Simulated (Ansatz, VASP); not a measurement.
# One calculation of Al5InAs6, two programs

```
Al In As
1.0
     3.54303    2.04557    6.72601
    -3.54303    2.04557    6.72601
     0.00000   -4.09114    6.72601
Al In As
5 1 6
Direct
  0.16236 0.50398 0.83351
  0.50398 0.83351 0.16236
  0.83351 0.16236 0.50398
  0.00150 0.00150 0.00150
  0.66427 0.66427 0.66427
  0.33338 0.33338 0.33338
  0.02331 0.37988 0.72720
  0.37988 0.72720 0.02331
  0.72720 0.02331 0.37988
  0.87749 0.87749 0.87749
  0.20240 0.20240 0.20240
  0.53974 0.53974 0.53974
```

Alike in both runs: task single point; functional PBE; k mesh 3 × 3 × 3; occupations gaussian, width 0.1 eV; no spin polarisation.

|  | VASP | Ansatz |
| --- | --- | --- |
| version | VASP 6.6.1 | Ansatz 0.2.0 |
| potentials or method | VASP PAW PBE potentials, release 64 (Al, In_d, As), cutoff 520 eV | scalar-relativistic, plane waves, PAW |
| valence electrons in the cell | 58 | 118 |

|  | VASP | Ansatz | Ansatz less VASP |
| --- | --- | --- | --- |
| gap on the k mesh at the Fermi level (eV) | 1.35 | 1.34 | -0.003 |
| least direct gap on the mesh (eV) | 1.35 | 1.34 | -0.003 |
| pressure (GPa) | 0.1 | 0.0 | -0.13 |

VASP's potentials hold 58 valence electrons a cell and Ansatz's 118, so a difference there can come from the potentials and not from the codes.
